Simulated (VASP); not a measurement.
# TiB2 (P6/mmm) in VASP: a series of runs

Runs on TiB2. Level: LDA. Tasks: relaxation of cell and atoms.

All numbers are computed with VASP 6.6.1; they aren't measurements. Logs are shortened: lines on timing, memory, paths and dates and some standing lists are left out, and cuts for length are marked.

### 1 The cell of the first run

It takes space group P6/mmm (No. 191, hexagonal). The conventional cell has a = 2.995 Å, b = 2.995 Å, c = 3.157 Å, α = 90.00°, β = 90.00°, γ = 120.00°. Within 3.2 Å of Ti (site symmetry 6/mmm) lie 12 B at 2.34 Å and 8 Ti at 2.99 to 3.16 Å. Within 2.4 Å of B (site symmetry -6m2) lie 3 B at 1.73 Å and 6 Ti at 2.34 Å.

### 2 Relaxation of cell and atoms, LDA

INCAR

```
ALGO = Normal
EDIFF = 1E-6
EDIFFG = -0.002
ENCUT = 600
IBRION = 2
ISIF = 3
ISMEAR = 0
LASPH = True
LCHARG = False
LREAL = False
LWAVE = False
NELM = 80
NSW = 100
PREC = Accurate
SIGMA = 0.1
```

KPOINTS

```
k-points
0
Gamma
  24 24 18
```

POSCAR

```
TiB2
1.0
    2.9949342193      0.0000000029      0.0000000000
   -1.4974671121      2.5936891152      0.0000000000
    0.0000000000      0.0000000000      3.1572745920
Ti B
1 2
Direct
    0.0000000000      0.0000000000      0.0000000000
    0.3333333333      0.6666666667      0.5000000000
    0.6666666667      0.3333333333      0.5000000000
```

Potentials or basis: VASP PAW LDA potentials, release 64 (Ti_sv, B).

Run with:

```
$ cat potpaw_LDA.64/Ti_sv/POTCAR potpaw_LDA.64/B/POTCAR > POTCAR
$ mpirun -np 1 vasp_std > vasp.out
```

OUTCAR:

```text
EDIFF = 1E-6
   EDIFFG = -0.002
   ENCUT = 600
   IBRION = 2
   ISIF = 3
   ISMEAR = 0
   LASPH = True
   LREAL = False
   NELM = 80
   NSW = 100
   PREC = Accurate

 ion  position               nearest neighbor table
   1  0.000  0.000  0.000-   2 2.34   3 2.34   2 2.34   3 2.34   3 2.34   3 2.34   2 2.34   2 2.34
                             3 2.34   3 2.34   2 2.34   2 2.34
   2  0.333  0.667  0.500-   3 1.73   3 1.73   3 1.73   1 2.34   1 2.34   1 2.34   1 2.34   1 2.34
                             1 2.34
   3  0.667  0.333  0.500-   2 1.73   2 1.73   2 1.73   1 2.34   1 2.34   1 2.34   1 2.34   1 2.34
                             1 2.34

  LATTYP: Found a hexagonal cell.
 ALAT       =     2.9949342193
 C/A-ratio  =     1.0542049878

  Lattice vectors:

 A1 = (   2.9949342193,   0.0000000029,   0.0000000000)
 A2 = (  -1.4974671121,   2.5936891152,   0.0000000000)
 A3 = (   0.0000000000,   0.0000000000,   3.1572745920)

Analysis of symmetry for initial positions (statically):
=====================================================================
 Subroutine PRICEL returns:
 Original cell was already a primitive cell.

 Routine SETGRP: Setting up the symmetry group for a
 hexagonal supercell.

 Subroutine GETGRP returns: Found 24 space group operations
 (whereof 24 operations were pure point group operations)
 out of a pool of 24 trial point group operations.

The static configuration has the point symmetry D_6h.

Analysis of symmetry for dynamics (positions and initial velocities):
=====================================================================
 Subroutine PRICEL returns:
 Original cell was already a primitive cell.

 Routine SETGRP: Setting up the symmetry group for a
 hexagonal supercell.

 Subroutine GETGRP returns: Found 24 space group operations
 (whereof 24 operations were pure point group operations)
 out of a pool of 24 trial point group operations.

The dynamic configuration has the point symmetry D_6h.

 Subroutine INISYM returns: Found 24 space group operations
 (whereof 24 operations are pure point group operations),
 and found     1 'primitive' translations

----------------------------------------------------------------------------------------

                                     Primitive cell

  volume of cell :      24.5255

  direct lattice vectors                    reciprocal lattice vectors
[... 110 lines left out ...]
  volume/ion in A,a.u.               =       8.18        55.17
  Fermi-wavevector in a.u.,A,eV,Ry     =   1.476703  2.790564 29.669567  2.180652
  Thomas-Fermi vector in A             =   2.591197
   LORBIT       =      0    0 simple, 1 ext, 2 COOP (PROOUT), +10 PAW based schemes
   GGA     = CA    functional components
   LHFCALC =     F    Hartree Fock is set to
   AEXX    =    0.0000 exact exchange contribution
   IVDW    =     0    specifies the selected vdW correction
   LEPSILON=     F    determine dielectric tensor
   LRPA    =     F    only Hartree local field effects (RPA)
 conjugate gradient relaxation of ions
 non-spin polarized calculation
 Gauss-broadening in eV      SIGMA  =   0.10
  energy-cutoff  :      600.00
  volume of cell :       24.53
 maximum number of plane-waves:       840
 NGX is ok and might be reduce to    24
   NGX = 11   NGY = 11   NGZ = 13

--------------------------------------- Ionic step        1  -------------------------------------------

 number of electron      18.0000003 magnetization

 Free energy of the ion-electron system (eV)
  ---------------------------------------------------
  ext. energy  EPLUGINS =         0.00000000
  ---------------------------------------------------
  free energy    TOTEN  =       -26.92357895 eV

  energy without entropy =      -26.92161829  energy(sigma->0) =      -26.92259862

------------------------ aborting loop because EDIFF is reached ----------------------------------------

  FORCE on cell =-STRESS in cart. coord.  units (eV):
  Direction    XX          YY          ZZ          XY          YZ          ZX
  --------------------------------------------------------------------------------------
  -------------------------------------------------------------------------------------
  Total        0.0581014      0.0581014      0.1215828      0.0000000     -0.0000000     -0.0000000
  in kB        3.7955928      3.7955928      7.9426431      0.0000000     -0.0000000     -0.0000000
  external PRESSURE =       5.1779429 kB  Pullay stress =       0.0000000 kB
[... 172 lines left out ...]
--------------------------------------- Ionic step        6  -------------------------------------------

 number of electron      18.0000003 magnetization

 Free energy of the ion-electron system (eV)
  ---------------------------------------------------
  ext. energy  EPLUGINS =         0.00000000
  ---------------------------------------------------
  free energy    TOTEN  =       -26.92367956 eV

  energy without entropy =      -26.92171434  energy(sigma->0) =      -26.92269695

 E-fermi :  10.4454     XC(G=0): -13.1632

 val. band max:       10.4226782490   @ k =   0.0833   0.0833   0.2778
 cond. band min:      10.4459052622   @ k =   0.2083   0.1667   0.1111
 fundamental gap:      0.0232270133
 Fermi energy:        10.4454030857

 k-point     1 :       0.0000    0.0000    0.0000
  band No.  band energies     occupation
      1     -45.7143      2.00000
      2     -22.4621      2.00000
      3     -22.1194      2.00000
      4     -22.1194      2.00000
      5      -3.1040      2.00000
      6       7.6618      2.00000
      7       7.6618      2.00000
      8       8.2136      2.00000
      9       8.2520      2.00000
     10      12.4186      0.00000
     11      12.4186      0.00000
     12      14.3155      0.00000
     13      14.3155      0.00000
[... 354 lines left out ...]
  band No.  band energies     occupation
      1     -45.6467      2.00000
      2     -22.5920      2.00000
      3     -22.3795      2.00000
      4     -22.2341      2.00000
      5       0.8010      2.00000
      6       1.4998      2.00000
      7       6.7992      2.00000
      8       7.1679      2.00000
      9       8.3297      2.00000
     10      11.6557      0.00000
     11      13.2284      0.00000
     12      13.7626      0.00000
     13      14.1953      0.00000

 [... further k-points ...]

------------------------ aborting loop because EDIFF is reached ----------------------------------------

  FORCE on cell =-STRESS in cart. coord.  units (eV):
  Direction    XX          YY          ZZ          XY          YZ          ZX
  --------------------------------------------------------------------------------------
  -------------------------------------------------------------------------------------
  Total        0.0057026      0.0057026      0.0057699      0.0000000      0.0000000     -0.0000000
  in kB        0.3718722      0.3718722      0.3762614      0.0000000      0.0000000     -0.0000000
  external PRESSURE =       0.3733353 kB  Pullay stress =       0.0000000 kB
[... 18 lines left out ...]
  FREE ENERGIE OF THE ION-ELECTRON SYSTEM (eV)
  ---------------------------------------------------
  free  energy   TOTEN  =       -26.9236795560 eV

  energy  without entropy=      -26.9217143376  energy(sigma->0) =      -26.92269695

 reached required accuracy - stopping structural energy minimisation
```

OSZICAR:

```text
N       E                     dE             d eps       ncg     rms          rms(c)
DAV:   1     0.135407240952E+03    0.13541E+03   -0.10253E+04 15860   0.176E+03
DAV:   2    -0.216369757495E+02   -0.15704E+03   -0.15304E+03 16118   0.419E+02
DAV:   3    -0.318591508888E+02   -0.10222E+02   -0.10041E+02 23307   0.985E+01
[... 39 lines left out ...]
DAV:   5    -0.269236795345E+02   -0.18347E-07   -0.52897E-07  8572   0.875E-03
   5 F= -.26923680E+02 E0= -.26922697E+02  d E =-.106341E-04
       N       E                     dE             d eps       ncg     rms          rms(c)
DAV:   1    -0.269236795531E+02   -0.37000E-07   -0.17949E-07  8005   0.495E-03    0.606E-04
DAV:   2    -0.269236795560E+02   -0.29202E-08   -0.63682E-08  8020   0.311E-03
   6 F= -.26923680E+02 E0= -.26922697E+02  d E =-.106557E-04
```

It took 10 min on 1 thread of Intel Xeon 8259CL, shared host; peak memory 0.33 GiB.

What came out:

```
Free energy                           : -26.9237 eV
Relaxed volume                        : 8.19 Å³/atom
Relaxed cell                          : a = 2.995 Å, b = 2.995 Å, c = 3.162 Å, α = 90.00°, β = 90.00°, γ = 120.00°
Space group after relaxing (to 0.1 Å) : P6/mmm (No. 191)
Energy gained by relaxing             : 0.0 meV/atom
Ionic steps                           : 6
Pressure after relaxing               : 0.0 GPa
Band gap on the k mesh                : zero (bands 9 and 10 overlap by 0.69 eV)
```

Step by step:
| step | energy change (eV) | largest force (eV/Å) | pressure (GPa) | volume (Å³) |
| --- | --- | --- | --- | --- |
| 1 | 0.0000 | 0.0000 | 0.52 | 24.53 |
| 2 | 0.0000 | 0.0000 | -0.49 | 24.62 |
| 3 | -0.0001 | 0.0000 | -0.09 | 24.57 |
| 4 | -0.0001 | 0.0000 | -0.05 | 24.57 |
| 5 | -0.0001 | 0.0000 | 0.04 | 24.57 |
| 6 | -0.0001 | 0.0000 | 0.04 | 24.57 |

Final structure:
```
Ti B
1.0
     2.99550    0.00000    0.00000
    -1.49775    2.59418    0.00000
     0.00000    0.00000    3.16167
Ti B
1 2
Direct
  0.00000 0.00000 0.00000
  0.33333 0.66667 0.50000
  0.66667 0.33333 0.50000
```

Levels at points of the mesh, in eV from the Fermi level:
```csv
k point,band 7,band 8,band 9,band 10,band 11,band 12
"(0.00, 0.00, 0.00)",-2.78,-2.23,-2.19,1.97,1.97,3.87
"(0.50, 0.00, 0.00)",-3.34,-3.30,-2.41,1.39,2.84,3.36
"(0.00, 0.00, 0.50)",-0.61,-0.61,-0.29,-0.29,0.41,0.41
"(0.50, 0.00, 0.50)",-4.85,-3.98,-3.10,2.65,3.04,4.84
```

### 3 Relaxation of cell and atoms, LDA

INCAR

```
SYSTEM = TiB2
ALGO     = Normal         ! electronic algorithm
EDIFF    = 1E-7           ! SCF threshold, eV
EDIFFG   = -0.001         ! ionic threshold
ENCUT    = 600            ! plane-wave cutoff, eV
GGA      = CA             ! functional
IBRION   = 2              ! ionic algorithm
ISIF     = 3              ! what is computed and relaxed
ISMEAR   = -1             ! smearing method
LASPH    = .True.         ! aspherical terms in the spheres
LCHARG   = .False.        ! write CHGCAR
LREAL    = .False.        ! projectors in reciprocal space
LWAVE    = .False.        ! write WAVECAR
NELM     = 60             ! most SCF steps
NSW      = 80             ! ionic steps
PREC     = Accurate       ! precision mode
SIGMA    = 0.15           ! smearing width, eV
```

KPOINTS

```
k-points
0
Gamma
  24 24 18
  0 0 0
```

POSCAR

```
TiB2
1.0
    2.9939295836      0.0000000029      0.0000000000
   -1.4969647943      2.5928190751      0.0000000000
    0.0000000000      0.0000000000      3.1594546296
Ti B
1 2
Direct
    0.0000000000      0.0000000000      0.0000000000
    0.3333333333      0.6666666667      0.5000000000
    0.6666666667      0.3333333333      0.5000000000
```

Potentials or basis: VASP PAW LDA potentials, release 64 (Ti_sv, B).

Run with:

```
$ cat potpaw_LDA.64/Ti_sv/POTCAR potpaw_LDA.64/B/POTCAR > POTCAR
$ mpirun -np 1 vasp_std > vasp.out
```

Run time: 14 min. Hardware: 1 thread of Intel Xeon 8259CL, shared host; peak memory 0.33 GiB.

The run converged. Its results:

| Property | Result |
| --- | --- |
| Free energy | -26.9366 eV |
| Relaxed volume | 8.19 Å³/atom |
| Relaxed cell | a = 2.996 Å, b = 2.996 Å, c = 3.162 Å, α = 90.00°, β = 90.00°, γ = 120.00° |
| Space group after relaxing (to 0.1 Å) | P6/mmm (No. 191) |
| Energy gained by relaxing | 0.0 meV/atom |
| Ionic steps | 11 |
| Pressure after relaxing | 0.0 GPa |
| Band gap on the k mesh | zero (bands 9 and 10 overlap by 0.69 eV) |

The path:
| step | energy change (eV) | largest force (eV/Å) | pressure (GPa) | volume (Å³) |
| --- | --- | --- | --- | --- |
| 1 | 0.0000 | 0.0000 | 0.65 | 24.53 |
| 2 | 0.0000 | 0.0000 | -0.70 | 24.64 |
| 3 | -0.0001 | 0.0000 | -0.01 | 24.58 |
| 4 | -0.0001 | 0.0000 | 0.00 | 24.58 |
| 5 | -0.0001 | 0.0000 | 0.01 | 24.58 |
| 6 | -0.0001 | 0.0000 | 0.02 | 24.58 |
| 7 | -0.0001 | 0.0000 | 0.02 | 24.58 |
| 8 | -0.0001 | 0.0000 | 0.02 | 24.58 |
| 9 | -0.0001 | 0.0000 | 0.02 | 24.58 |
| 10 | -0.0001 | 0.0000 | 0.02 | 24.58 |
| 11 | -0.0001 | 0.0000 | 0.00 | 24.58 |

Final structure:
```
CELL_PARAMETERS angstrom
2.99625 0.00000 0.00000
-1.49812 2.59483 0.00000
0.00000 0.00000 3.16213
ATOMIC_POSITIONS crystal
Ti 0.00000 0.00000 0.00000
B 0.33333 0.66667 0.50000
B 0.66667 0.33333 0.50000
```

Levels at points of the mesh, in eV from the Fermi level:
| k point | band 5 | band 6 | band 7 | band 8 | band 9 | band 10 | band 11 | band 12 | band 13 |
| --- | --- | --- | --- | --- | --- | --- | --- | --- | --- |
| (0.00, 0.00, 0.00) | -13.50 | -2.74 | -2.74 | -2.19 | -2.15 | 2.02 | 2.02 | 3.91 | 3.91 |
| (0.50, 0.00, 0.00) | -9.45 | -9.10 | -3.30 | -3.26 | -2.37 | 1.44 | 2.88 | 3.40 | 3.58 |
| (0.00, 0.00, 0.50) | -11.39 | -7.67 | -0.56 | -0.56 | -0.24 | -0.24 | 0.46 | 0.46 | 1.85 |
| (0.50, 0.00, 0.50) | -9.77 | -7.46 | -4.80 | -3.94 | -3.06 | 2.69 | 3.09 | 4.88 | 4.89 |

The gap in the log of VASP goes by the Fermi energy; the results here count the filled bands.